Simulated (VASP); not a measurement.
Write the native input for VASP 6.6.1 that does the following.

* Task: single point
* Functional: PBEsol
* Potentials or basis: VASP PAW PBE potentials, release 64 (W_sv)
* Cutoff: 520 eV
* k mesh: 11 × 11 × 11
* Occupations: methfessel-paxton, width 0.25 eV
* Spin: no spin polarisation
* Dipole correction: no
* Further INCAR settings: ALGO = Normal; EDIFF = 1e-06; NBANDS = 13

The structure of W lies in POSCAR:

```
W
1.0
    0.0000000000      2.0300000000      2.0300000000
    2.0300000000      0.0000000000      2.0300000000
    2.0300000000      2.0300000000      0.0000000000
W
1
Direct
    0.0000000000      0.0000000000      0.0000000000
```

These files were run (other wordings do the same):

INCAR

```
  PREC = Accurate
  ENCUT = 520
  EDIFF = 1E-6
  ISMEAR = 1
  SIGMA = 0.25
  LREAL = False
  LASPH = True
  NELM = 80
  ALGO = Normal
  ISIF = 2
  LWAVE = False
  LCHARG = False
  GGA = PS
  NBANDS = 13
```

KPOINTS

```
regular mesh
0
Gamma
  11 11 11
```

Potentials or basis: VASP PAW PBE potentials, release 64 (W_sv).

The run is started by

```console
$ cat potpaw_PBE.64/W_sv/POTCAR > POTCAR
$ mpirun -np 1 vasp_std > vasp.out
```

Results of the run:

* Pressure: -12.3 GPa
* Band gap on the k mesh: zero (band 7 reaches 12.63 eV, above the bottom of band 8 at 9.52 eV)

Caveat: the PAW data sets were made with another functional, which shifts forces and pressure a little; spin-orbit coupling is left out, which moves the levels of the heavy elements.

Wall time 15 s on 1 thread of AMD EPYC 7R13 Processor (Zen 3) (shared host), peak memory 0.11 GiB.
